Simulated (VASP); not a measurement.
Wanted: the native input for a VASP 6.6.1 run.

| Quantity | Value |
| --- | --- |
| Task | single point |
| Functional | PBEsol |
| Potentials or basis | VASP PAW PBE potentials, release 64 (Hg, Te) |
| Cutoff | 520 eV |
| k mesh | 14 × 14 × 14 |
| Occupations | gaussian, width 0.15 eV |
| Spin | no spin polarisation |
| Dipole correction | no |
| Further INCAR settings | ALGO = Normal; EDIFF = 1e-06; NBANDS = 16 |

The structure of HgTe lies in POSCAR:

```
HgTe
1.0
    0.0000000000      3.0623250000      3.3846750000
    3.0623250000      0.0000000000      3.3846750000
    3.0623250000      3.0623250000      0.0000000000
Hg Te
1 1
Direct
    0.0000000000      0.0000000000      0.0000000000
    0.7500000000      0.7500000000      0.7500000000
```

This cell differs from its parent crystal: strain -0.050 along x and y, +0.050 along z.

These files were run (other wordings do the same):

INCAR

```
  ALGO = Normal
  EDIFF = 1E-6
  ENCUT = 520
  GGA = PS
  ISIF = 2
  ISMEAR = 0
  LASPH = T
  LCHARG = F
  LREAL = F
  LWAVE = F
  NBANDS = 16
  NELM = 80
  PREC = Accurate
  SIGMA = 0.15
```

KPOINTS

```
k-points
0
Gamma
  14 14 14
```

Potentials or basis: VASP PAW PBE potentials, release 64 (Hg, Te).

Command:

```bash
$ cat potpaw_PBE.64/Hg/POTCAR potpaw_PBE.64/Te/POTCAR > POTCAR
$ mpirun -np 1 vasp_std > vasp.out
```

Results of the run:

```yaml
Pressure: 4.2 GPa
Band_gap_on_the_k_mesh: zero (filled and empty bands touch)
```

Caveat: the cell differs from its parent crystal (strain -0.050 along x and y, +0.050 along z); the cell stands under pressure; semilocal functionals underestimate gaps, so a narrow gap can read as zero; the PAW data sets were made with another functional, which shifts forces and pressure a little; spin-orbit coupling is left out, which moves the levels of the heavy elements.

Run time: 3.8 min on 1 thread of Intel(R) Xeon(R) 6975P-C (Granite Rapids), on a shared host, peak memory 0.39 GiB.
